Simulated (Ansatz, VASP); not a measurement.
# One calculation of MgO, two programs

File INCAR:

```
  ALGO = Normal
  EDIFF = 1E-6
  ENCUT = 520
  GGA = PS
  ISIF = 2
  ISMEAR = 0
  LASPH = T
  LCHARG = F
  LREAL = F
  LWAVE = F
  NBANDS = 11
  NELM = 60
  PREC = Accurate
  SIGMA = 0.05
```

KPOINTS

```
k-points
0
Gamma
  10 10 10
```

File POSCAR:

```
MgO
1.0
    0.0000000000      2.1351500000      2.1351500000
    2.1351500000      0.0000000000      2.1351500000
    2.1351500000      2.1351500000      0.0000000000
Mg O
1 1
Direct
   -0.0439079222     -0.0439079222      0.0439079222
    0.5000000000      0.5000000000      0.5000000000
```

Input for Ansatz:

```yaml
crystal:
  lattice:
    - [0.0, 2.13515, 2.13515]
    - [2.13515, 0.0, 2.13515]
    - [2.13515, 2.13515, 0.0]
  atoms:
    - { symbol: Mg, position: [-0.0439079222, -0.0439079222, 0.0439079222] }
    - { symbol: O, position: [0.5, 0.5, 0.5] }
basis:
  ecutwfc: 420
kpoints:
  mp_grid: { grid: [10, 10, 10] }
hamiltonian:
  xc: pbesol
scf:
  occupations: { method: gaussian, width: 0.05 }
output:
  forces: true
  stress: true
  eigenvalues: true
  write_density: true
  write_potential: true
  elf: true
  volumetric_format: npy
```

Change from the starting cell: all Mg atoms moved +0.188 Å, as atom 1 towards its neighbour atom 2 (O) at 2.135 Å.

Alike in both runs: task single point; functional PBEsol; k mesh 10 × 10 × 10; occupations gaussian, width 0.05 eV; no spin polarisation.

```csv
,VASP,Ansatz
version,VASP 6.6.1,Ansatz 0.2.0
potentials or method,"VASP PAW PBE potentials, release 64 (Mg, O), cutoff 520 eV","scalar-relativistic, plane waves, PAW"
valence electrons in the cell,8,16
```

|  | VASP | Ansatz | Ansatz less VASP |
| --- | --- | --- | --- |
| gap on the k mesh at the Fermi level (eV) | 4.24 | 4.24 | -0.001 |
| least direct gap on the mesh (eV) | 4.24 | 4.24 | -0.001 |
| pressure (GPa) | -3.0 | -2.7 | +0.34 |
| traceless stress, the component that is largest in VASP (GPa) | 7.38 | 7.29 | -0.096 |
| rms of the force components (eV/Å) | 0.611 | 0.605 | -0.0065 |

VASP's potentials were made for PBE, not for PBEsol. Atom by atom the forces differ by 0.007 eV/Å (rms over components). VASP's potentials hold 8 valence electrons a cell and Ansatz's 16, so a difference there can come from the potentials and not from the codes.
